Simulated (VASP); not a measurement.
Runs of VASP 6.6.1 on WSe2. The structure is that of space group P-6m2 (No. 187), or close to it. The cells are those of the table. 

```tsv
cell	gap on the mesh (eV)	largest force (eV/Å)
a = 3.221, b = 3.221, c = 16.911 Å, angles 90.0, 90.0, 120.0°, 3 atoms	(a)	0.05
a = 3.319, b = 3.319, c = 16.661 Å, angles 90.0, 90.0, 120.0°, 3 atoms	1.53	0.26
a = 3.270, b = 3.270, c = 16.911 Å, angles 90.0, 90.0, 120.0°, 3 atoms	1.60	0.38
a = 3.221, b = 3.221, c = 17.161 Å, angles 90.0, 90.0, 120.0°, 3 atoms	(b)	0.48
a = 3.270, b = 3.270, c = 17.161 Å, angles 90.0, 90.0, 120.0°, 3 atoms	1.51	0.79
```

Alike in all rows: task single point; level PBEsol; potentials or basis VASP PAW PBE potentials, release 64 (W_sv, Se); no spin polarisation; k mesh 12 × 12 × 2; cutoff (eV) 520; smearing gaussian 0.05 eV.

Estimate the missing entries.

(a) 1.58; (b) 1.49.

Caveats: the PAW data sets were made with another functional, which shifts forces and pressure a little; spin-orbit coupling is left out, which moves the levels of the heavy elements.

A k mesh can miss the band edges, and the runs leave out spin-orbit coupling on Se, W.
